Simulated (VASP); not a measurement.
MgO, 2 atoms in the cell. It takes space group I4/mmm (No. 139, tetragonal). The conventional cell has a = 2.973 Å, b = 2.973 Å, c = 4.240 Å, α = 90.00°, β = 90.00°, γ = 90.00°. Within 2.8 Å of Mg (site symmetry 4/mmm) lie 6 O at 2.10 to 2.12 Å. O (site symmetry 4/mmm) has 6 Mg at 2.10 to 2.12 Å within 2.8 Å.  This cell differs from its parent crystal: uniaxial z strain +0.9%.

- Program: VASP 6.6.1
- Task: single point
- Functional: r2SCAN
- Potentials or basis: VASP PAW PBE potentials, release 64 (Mg, O)
- Cutoff: 520 eV
- k mesh: 10 × 10 × 10
- Occupations: gaussian, width 0.01 eV
- Spin: no spin polarisation
- Dipole correction: no
- Further INCAR settings: ALGO = Normal; EDIFF = 1e-07; NBANDS = 11

Potentials or basis: VASP PAW PBE potentials, release 64 (Mg, O).

The run is started by

```console
$ cat potpaw_PBE.64/Mg/POTCAR potpaw_PBE.64/O/POTCAR > POTCAR
$ cp INCAR.step1 INCAR
$ mpirun -np 1 vasp_std > vasp.out
$ cp INCAR.step2 INCAR
$ mpirun -np 1 vasp_std > vasp.out
```

Hardware: 1 thread of Intel(R) Xeon(R) Platinum 8488C (Sapphire Rapids) (shared host).

Estimate the wall time of this run.

Run time: 41 s on 1 thread of Intel(R) Xeon(R) Platinum 8488C (Sapphire Rapids) (shared host), peak memory 0.16 GiB. Counts: k points 102.
